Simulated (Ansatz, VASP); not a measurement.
## MoS2 in VASP and in Ansatz

```xyz
6
Lattice="3.1690 0.0000 0.0000 -1.5845 2.7444 0.0000 0.0000 0.0000 12.3240" Properties=species:S:1:pos:R:3 pbc="T T T"
Mo    1.5845    0.9148    9.2430
Mo    0.0000    1.8296    3.0810
S     1.5845    0.9148    4.6461
S     0.0000    1.8296   10.8081
S     1.5845    0.9148    1.5159
S     0.0000    1.8296    7.6779
```

Alike in both runs: functional r2SCAN; k mesh 10 × 10 × 3; occupations fermi-dirac, width 0.05 eV; no spin polarisation.

|  | VASP | Ansatz |
| --- | --- | --- |
| version | VASP 6.6.1 | Ansatz 0.2.0 |
| potentials or method | VASP PAW PBE potentials, release 64 (Mo_sv, S) | Ansatz PAW |
| plane-wave cutoff (eV) | 520 | 500 |
| valence electrons in the cell | 52 | 52 |
| task | single point | band structure |

|  | VASP | Ansatz | Ansatz less VASP |
| --- | --- | --- | --- |
| gap on the k mesh at the Fermi level (eV) | 1.04 | 1.03 | -0.013 |
| least direct gap on the mesh (eV) | 1.99 | 1.98 | -0.007 |
| pressure (GPa) | 0.8 | 0.8 | -0.05 |
| traceless stress, the component that is largest in VASP (GPa) | -0.85 | -0.80 | +0.054 |
| rms of the force components (eV/Å) | 0.113 | 0.115 | +0.0021 |

VASP's potentials were made for PBE, not for r2SCAN. Atom by atom the forces differ by 0.002 eV/Å (rms over components).
